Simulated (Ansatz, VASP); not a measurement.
## Two plane-wave programs on B3C2

```
B C
1.0
     5.06467    0.00000    0.00000
    -2.53233    4.38613    0.00000
     0.00000    0.00000    4.20872
B C
3 2
Direct
  0.50000 0.00000 0.00000
  0.00000 0.50000 0.00000
  0.50000 0.50000 0.00000
  0.33333 0.66667 0.00000
  0.66667 0.33333 0.00000
```

Alike in both runs: task single point; functional PBE; k mesh 6 × 6 × 4; occupations gaussian, width 0.1 eV; collinear spin.

|  | VASP | Ansatz |
| --- | --- | --- |
| version | VASP 6.6.1 | Ansatz 0.2.0 |
| potentials or method | VASP PAW PBE potentials, release 64 (B, C), cutoff 520 eV | scalar-relativistic, plane waves, PAW |
| valence electrons in the cell | 17 | 17 |

```csv
,VASP,Ansatz,Ansatz less VASP
gap on the k mesh at the Fermi level (eV),none,none,-
pressure (GPa),0.0,0.1,+0.02
"traceless stress, the component that is largest in VASP (GPa)",0.26,0.29,+0.029
net moment per atom (μB),0.00,0.00,0.000
```

A gap of «none» marks a metal or a gap that the smearing closes. The functional is the same, so the differences come from potentials, cutoffs and numerics. Ansatz's warnings: seeded moment not kept.

The k mesh is coarse, so the values compare programs but aren't converged.
